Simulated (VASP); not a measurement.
Wanted: the native input for a VASP 6.6.1 run.

| Item | Value |
| --- | --- |
| Task | single point |
| Functional | LDA |
| Potentials or basis | VASP PAW LDA potentials, release 64 (Ti_sv) |
| Cutoff | 520 eV |
| k mesh | 22 × 22 × 22 |
| Occupations | gaussian, width 0.15 eV |
| Spin | no spin polarisation |
| Dipole correction | no |
| Further INCAR settings | ALGO = Fast; EDIFF = 1e-07; NBANDS = 12 |

The structure of Ti lies in POSCAR:

```
Ti
1.0
    0.0000000000      1.8962508107      2.0485197508
    1.8962508107      0.0000000000      2.0485197508
    1.8962508107      1.8962508107      0.0000000000
Ti
1
Direct
    0.0000000000      0.0000000000      0.0000000000
```

This cell differs from its parent crystal: volume 14.732 Å^3 an atom, c/a of the conventional cell 1.0803.

These files were run (other wordings do the same):

INCAR

```
ALGO = Fast ; EDIFF = 1E-7
ENCUT = 520 ; ISIF = 2
ISMEAR = 0 ; LASPH = T
LCHARG = F ; LREAL = F
LWAVE = F ; NBANDS = 12
NELM = 60 ; PREC = Accurate
SIGMA = 0.15
```

KPOINTS

```
k-points
0
Gamma
  22 22 22
```

Potentials or basis: VASP PAW LDA potentials, release 64 (Ti_sv).

The run is started by

```sh
$ cat potpaw_LDA.64/Ti_sv/POTCAR > POTCAR
$ mpirun -np 1 vasp_std > vasp.out
```

It gave:

The pressure is 11.3 GPa. The band gap on the k mesh is zero (band 6 reaches 10.56 eV, above the bottom of band 7 at 9.24 eV).

Wall time 3.5 min on 1 thread of Intel(R) Xeon(R) Platinum 8488C (Sapphire Rapids) (shared host), peak memory 0.25 GiB.
